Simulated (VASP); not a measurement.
# Sc (Fm-3m) in VASP: further runs

The runs below take Sc through single point, with PBE.

Program: VASP 6.6.1. These are calculated values, not measurements. Logs are shortened: lines on timing, memory, paths and dates and some standing lists are left out, and cuts for length are marked.

## Step 1: The cell of the first run

It takes space group Fm-3m (No. 225, cubic). Conventional cell: a = 4.499 Å, b = 4.499 Å, c = 4.499 Å, α = 90.00°, β = 90.00°, γ = 90.00°. Within 4.2 Å of Sc (site symmetry m-3m) lie 12 Sc at 3.18 Å.

This isn't the form of Sc at room conditions, which is hcp.

## Step 2: Single point, PBE (22.77 Å³/atom)

File INCAR:

```
SYSTEM = Sc
PREC = Accurate
ENCUT = 500
EDIFF = 1E-6
ISMEAR = -1
SIGMA = 0.1
LREAL = .FALSE.
LASPH = .TRUE.
NELM = 120
ALGO = Normal
ISIF = 2
LWAVE = .FALSE.
LCHARG = .FALSE.
GGA = PE
NBANDS = 12
GGA_COMPAT = .FALSE.
```

File KPOINTS:

```
regular mesh
0
G
  13 13 13
  0 0 0
```

File POSCAR:

```
Sc
1.0
    0.0000000000      2.2496784527      2.2496784527
    2.2496784527      0.0000000000      2.2496784527
    2.2496784527      2.2496784527      0.0000000000
Sc
1
Direct
    0.0000000000      0.0000000000      0.0000000000
```

Potentials or basis: VASP PAW PBE potentials, release 64 (Sc_sv).

Run with:

```sh
$ cat potpaw_PBE.64/Sc_sv/POTCAR > POTCAR
$ mpirun -np 1 vasp_std > vasp.out
```

OUTCAR:

```text
SYSTEM = Sc
   PREC = Accurate
   ENCUT = 500
   EDIFF = 1E-6
   ISMEAR = -1
   LREAL = .FALSE.
   LASPH = .TRUE.
   NELM = 120
   ISIF = 2
   GGA = PE

 ion  position               nearest neighbor table
   1  0.000  0.000  0.000-

  LATTYP: Found a face centered cubic cell.
 ALAT       =     4.4993569054

  Lattice vectors:

 A1 = (   0.0000000000,   2.2496784527,   2.2496784527)
 A2 = (   2.2496784527,   0.0000000000,   2.2496784527)
 A3 = (   2.2496784527,   2.2496784527,   0.0000000000)

Analysis of symmetry for initial positions (statically):
=====================================================================
 Subroutine PRICEL returns:
 Original cell was already a primitive cell.

 Routine SETGRP: Setting up the symmetry group for a
 face centered cubic supercell.

 Subroutine GETGRP returns: Found 48 space group operations
 (whereof 48 operations were pure point group operations)
 out of a pool of 48 trial point group operations.

The static configuration has the point symmetry O_h .

Analysis of symmetry for dynamics (positions and initial velocities):
=====================================================================
 Subroutine PRICEL returns:
 Original cell was already a primitive cell.

 Routine SETGRP: Setting up the symmetry group for a
 face centered cubic supercell.

 Subroutine GETGRP returns: Found 48 space group operations
 (whereof 48 operations were pure point group operations)
 out of a pool of 48 trial point group operations.

The dynamic configuration has the point symmetry O_h .

 Subroutine INISYM returns: Found 48 space group operations
 (whereof 48 operations are pure point group operations),
 and found     1 'primitive' translations

----------------------------------------------------------------------------------------

                                     Primitive cell

  volume of cell :      22.7715

  direct lattice vectors                    reciprocal lattice vectors
     0.000000000  2.249678453  2.249678453    -0.222253985  0.222253985  0.222253985
     2.249678453  0.000000000  2.249678453     0.222253985 -0.222253985  0.222253985
     2.249678453  2.249678453  0.000000000     0.222253985  0.222253985 -0.222253985

  length of vectors
     3.181525779  3.181525779  3.181525779     0.384955193  0.384955193  0.384955193

  position of ions in fractional coordinates (direct lattice)
     0.000000000  0.000000000  0.000000000

  ion indices of the primitive-cell ions
   primitive index   ion index
                 1           1

----------------------------------------------------------------------------------------

 KPOINTS: regular mesh

Automatic generation of k-mesh.
 Grid dimensions read from file:
 generate k-points for:   13   13   13

 Generating k-lattice:

  Cartesian coordinates                     Fractional coordinates (reciprocal lattice)
    -0.017096460  0.017096460  0.017096460     0.076923077  0.000000000  0.000000000
     0.017096460 -0.017096460  0.017096460     0.000000000  0.076923077  0.000000000
     0.017096460  0.017096460 -0.017096460     0.000000000  0.000000000  0.076923077

  Length of vectors
     0.029611938  0.029611938  0.029611938

  Shift w.r.t. Gamma in fractional coordinates (k-lattice)
     0.000000000  0.000000000  0.000000000

 Subroutine IBZKPT returns following result:
 ===========================================

 Found     84 irreducible k-points:

 Following reciprocal coordinates:
            Coordinates               Weight
  0.000000  0.000000  0.000000      1.000000
  0.076923  0.000000  0.000000      8.000000
  0.153846  0.000000  0.000000      8.000000
  0.230769  0.000000  0.000000      8.000000
  0.307692  0.000000  0.000000      8.000000
  0.384615  0.000000  0.000000      8.000000
[... 16 lines left out ...]
  0.384615  0.153846  0.000000     24.000000
  0.461538  0.153846  0.000000     24.000000
 [... further k-points ...]
   k-points           NKPTS =     84   k-points in BZ     NKDIM =     84   number of bands    NBANDS=     12
   number of dos      NEDOS =    301   number of ions     NIONS =      1
   total plane-waves  NPLWV =  13824
   dimension x,y,z NGX =    24 NGY =   24 NGZ =   24
   dimension x,y,z NGXF=    48 NGYF=   48 NGZF=   48
   ions per type =               1
   NGX,Y,Z   is equivalent  to a cutoff of  12.54, 12.54, 12.54 a.u.
   NGXF,Y,Z  is equivalent  to a cutoff of  25.08, 25.08, 25.08 a.u.
 SYSTEM =  Sc
   PREC   = accura    normal or accurate (medium, high low for compatibility)
   ISTART =      0    job   : 0-new  1-cont  2-samecut
   ICHARG =      2    charge: 1-file 2-atom 10-const
   ISPIN  =      1    spin polarized calculation?
   LNONCOLLINEAR =      F non collinear calculations
   LSORBIT =      F    spin-orbit coupling
   LASPH  =      T    aspherical Exc in radial PAW
   ENCUT  =  500.0 eV  36.75 Ry    6.06 a.u.   5.80  5.80  5.80*2*pi/ulx,y,z
   NELM   =    120;   NELMIN=  2; NELMDL= -5     # of ELM steps
   EDIFF  = 0.1E-05   stopping-criterion for ELM
   LREAL  =      F    real-space projection
   EDIFFG = 0.1E-04   stopping-criterion for IOM
   NSW    =      0    number of steps for IOM
   IBRION =     -1    ionic relax: 0-MD 1-quasi-New 2-CG
   NFREE  =      0    steps in history (QN), initial steepest desc. (CG)
   ISIF   =      2    stress and relaxation
   ISYM   =      2    0-nonsym 1-usesym 2-fastsym
   POTIM  = 0.5000    time-step for ionic-motion
   TEBEG  =    0.0;   TEEND  =   0.0 temperature during run
   PSTRESS=    0.0 pullay stress
   NELECT =      11.0000    total number of electrons
   NUPDOWN=      -1.0000    fix difference up-down
   EMIN   =  10.00;   EMAX   =-10.00  energy-range for DOS
   EFERMI =   0.00;   METHOD = LEGACY
   ISMEAR =    -1;   SIGMA  =   0.10  broadening in eV -4-tet -1-fermi 0-gaus
   EFERMI_NEDOS =   21; number of points for ismear=-14 and -15
   IALGO  =     38    algorithm
   IMIX   =      4    mixing-type and parameters
     AMIX     =   0.40;   BMIX     =  1.00
     AMIX_MAG =   1.60;   BMIX_MAG =  1.00
  volume/ion in A,a.u.               =      22.77       153.67
  Fermi-wavevector in a.u.,A,eV,Ry     =   1.284523  2.427397 22.449610  1.650000
  Thomas-Fermi vector in A             =   2.416712
   LORBIT       =      0    0 simple, 1 ext, 2 COOP (PROOUT), +10 PAW based schemes
   GGA     = PE    functional components
   LHFCALC =     F    Hartree Fock is set to
   AEXX    =    0.0000 exact exchange contribution
   IVDW    =     0    specifies the selected vdW correction
   LEPSILON=     F    determine dielectric tensor
   LRPA    =     F    only Hartree local field effects (RPA)
 non-spin polarized calculation
  energy-cutoff  :      500.00
  volume of cell :       22.77
 maximum number of plane-waves:       589
   NGX = 11   NGY = 11   NGZ = 11

 number of electron      11.0000002 magnetization

 Free energy of the ion-electron system (eV)
  ---------------------------------------------------
  ext. energy  EPLUGINS =         0.00000000
  ---------------------------------------------------
  free energy    TOTEN  =        -6.20346281 eV

  energy without entropy =       -6.14628997  energy(sigma->0) =       -6.17487639

 E-fermi :   4.2265     XC(G=0): -10.1958

 val. band max:        4.2158015248   @ k =  -0.4615   0.3077   0.1538
 cond. band min:       4.2353590131   @ k =   0.4615   0.1538   0.0000
 fundamental gap:      0.0195574882
 Fermi energy:         4.2264720832

 k-point     1 :       0.0000    0.0000    0.0000
  band No.  band energies     occupation
      1     -45.0033      2.00000
      2     -23.3688      2.00000
      3     -23.3688      2.00000
      4     -23.3688      2.00000
      5      -1.1129      2.00000
      6       5.9114      0.00000
      7       5.9114      0.00000
      8       5.9114      0.00000
      9       7.4420      0.00000
     10       7.4420      0.00000
     11      17.1635      0.00000
     12      20.8829      0.00000

 k-point     2 :       0.0769    0.0000    0.0000
  band No.  band energies     occupation
      1     -44.9986      2.00000
      2     -23.3995      2.00000
      3     -23.3727      2.00000
      4     -23.3727      2.00000
      5      -0.9517      2.00000
      6       5.7880      0.00000
      7       5.9722      0.00000
      8       5.9722      0.00000
      9       7.3981      0.00000
     10       7.3981      0.00000
     11      17.3292      0.00000
     12      19.6862      0.00000

 k-point     3 :       0.1538    0.0000    0.0000
  band No.  band energies     occupation
      1     -44.9855      2.00000
      2     -23.4837      2.00000
      3     -23.3833      2.00000
      4     -23.3833      2.00000
      5      -0.4864      2.00000
      6       5.4726      0.00001
      7       6.1036      0.00000
      8       6.1036      0.00000
      9       7.3322      0.00000
     10       7.3322      0.00000
     11      17.3306      0.00000
     12      18.1691      0.00000
[... 286 lines left out ...]
 k-point    23 :       0.3846    0.1538    0.0000
  band No.  band energies     occupation
      1     -44.9310      2.00000
      2     -23.7501      2.00000
      3     -23.4670      2.00000
      4     -23.4574      2.00000
      5       1.7827      2.00000
      6       4.4101      0.27492
      7       5.5646      0.00000
      8       6.4084      0.00000
      9       7.8818      0.00000
     10       8.2875      0.00000
     11      13.7225      0.00000
     12      17.3338      0.00000

 k-point    24 :       0.4615    0.1538    0.0000
  band No.  band energies     occupation
      1     -44.9181      2.00000
      2     -23.8184      2.00000
      3     -23.4917      2.00000
      4     -23.4617      2.00000
      5       2.4959      2.00000
      6       4.2354      0.95559
      7       5.4325      0.00001
      8       6.2720      0.00000
      9       8.4701      0.00000
     10       8.5553      0.00000
     11      12.2609      0.00000
     12      16.7962      0.00000

 [... further k-points ...]
[... 5 lines left out ...]
  --------------------------------------------------------------------------------------
  -------------------------------------------------------------------------------------
  Total        0.6948676      0.6948676      0.6948676     -0.0000000      0.0000000     -0.0000000
  in kB       48.8901422     48.8901422     48.8901422     -0.0000000      0.0000000     -0.0000000
  external PRESSURE =      48.8901422 kB  Pullay stress =       0.0000000 kB

 VOLUME and BASIS-vectors are now :
 -----------------------------------------------------------------------------
  energy-cutoff  :      500.00
  volume of cell :       22.77
      direct lattice vectors                 reciprocal lattice vectors
     0.000000000  2.249678453  2.249678453    -0.222253985  0.222253985  0.222253985
     2.249678453  0.000000000  2.249678453     0.222253985 -0.222253985  0.222253985
     2.249678453  2.249678453  0.000000000     0.222253985  0.222253985 -0.222253985

 POSITION                                       TOTAL-FORCE (eV/Angst)
 -----------------------------------------------------------------------------------
      0.00000      0.00000      0.00000         0.000000     -0.000000      0.000000
 -----------------------------------------------------------------------------------
    total drift:                                0.000000      0.000000     -0.000000

  FREE ENERGIE OF THE ION-ELECTRON SYSTEM (eV)
  ---------------------------------------------------
  free  energy   TOTEN  =        -6.2034628080 eV

  energy  without entropy=       -6.1462899703  energy(sigma->0) =       -6.17487639
```

It took 24 s on 1 thread of Intel Xeon 8259CL, shared host; peak memory 0.15 GiB.

What came out:

```
Free energy            : -6.2035 eV
Pressure               : 4.9 GPa
Band gap on the k mesh : zero (an odd number of electrons rules out a gap without spin polarisation)
```

Levels at points of the mesh, in eV from the Fermi level:
| k point | band 1 | band 2 | band 3 | band 4 | band 5 | band 6 | band 7 | band 8 | band 9 | band 10 |
| --- | --- | --- | --- | --- | --- | --- | --- | --- | --- | --- |
| (0.00, 0.00, 0.00) | -49.23 | -27.60 | -27.60 | -27.60 | -5.34 | 1.68 | 1.68 | 1.68 | 3.22 | 3.22 |

Caveat: the cell stands under pressure.

## Step 3: Single point, PBE (23.76 Å³/atom)

This run uses another cell than the first one, of 23.76 Å³/atom.

File INCAR:

```
SYSTEM = Sc
PREC = Accurate
ENCUT = 500
EDIFF = 1E-6
ISMEAR = -1
SIGMA = 0.1
LREAL = .False.
LASPH = .True.
NELM = 120
ALGO = Normal
ISIF = 2
LWAVE = .False.
LCHARG = .False.
GGA = PE
NBANDS = 12
GGA_COMPAT = .False.
```

File KPOINTS:

```
Automatic mesh
0
Gamma
  13 13 13
  0 0 0
```

File POSCAR:

```
Sc
1.0
    0.0000000000      2.2818210590      2.2818210590
    2.2818210590      0.0000000000      2.2818210590
    2.2818210590      2.2818210590      0.0000000000
Sc
1
Direct
    0.0000000000      0.0000000000      0.0000000000
```

Potentials or basis: VASP PAW PBE potentials, release 64 (Sc_sv).

Run with:

```sh
$ cat potpaw_PBE.64/Sc_sv/POTCAR > POTCAR
$ mpirun -np 1 vasp_std > vasp.out
```

Run time: 24 s. Hardware: 1 thread of Intel Xeon 8259CL, shared host; peak memory 0.15 GiB.

It converged, with:

| Item | Value |
| --- | --- |
| Free energy | -6.2259 eV |
| Pressure | 2.3 GPa |
| Band gap on the k mesh | zero (an odd number of electrons rules out a gap without spin polarisation) |

Levels at points of the mesh, in eV from the Fermi level:
| k point | band 3 | band 4 | band 5 | band 6 | band 7 | band 8 |
| --- | --- | --- | --- | --- | --- | --- |
| (0.00, 0.00, 0.00) | -27.74 | -27.74 | -5.26 | 1.63 | 1.63 | 1.63 |

## Step 4: Single point, PBE (24.75 Å³/atom)

This run uses another cell than the first one, of 24.75 Å³/atom.

File INCAR:

```
  PREC = Accurate
  ENCUT = 500
  EDIFF = 1E-6
  ISMEAR = -1
  SIGMA = 0.1
  LREAL = F
  LASPH = T
  NELM = 120
  ALGO = Normal
  ISIF = 2
  LWAVE = F
  LCHARG = T
  GGA = PE
  LELF = T
  LVHAR = T
  NBANDS = 12
  GGA_COMPAT = F
```

File KPOINTS:

```
regular mesh
0
Gamma
  13 13 13
```

File POSCAR:

```
Sc
1.0
    0.0000000000      2.3130827664      2.3130827664
    2.3130827664      0.0000000000      2.3130827664
    2.3130827664      2.3130827664      0.0000000000
Sc
1
Direct
    0.0000000000      0.0000000000      0.0000000000
```

Run with:

```sh
$ cat potpaw_PBE.64/Sc_sv/POTCAR > POTCAR
$ mpirun -np 1 vasp_std > vasp.out
```

It took 24 s on 1 thread of Intel Xeon 8259CL, shared host; peak memory 0.15 GiB.

Results (log left out):

```yaml
Free_energy: -6.2334 eV
Pressure: 0.0 GPa
Band_gap_on_the_k_mesh: zero (an odd number of electrons rules out a gap without spin polarisation)
```

Levels at points of the mesh, in eV from the Fermi level:
```
           k point  band 3  band 4  band 5  band 6  band 7  band 8
(0.00, 0.00, 0.00)  -27.87  -27.87   -5.19    1.57    1.57    1.57
```

(Continued in part 2 of 2.)

The gap in the log of VASP goes by the Fermi energy; the results here count the filled bands.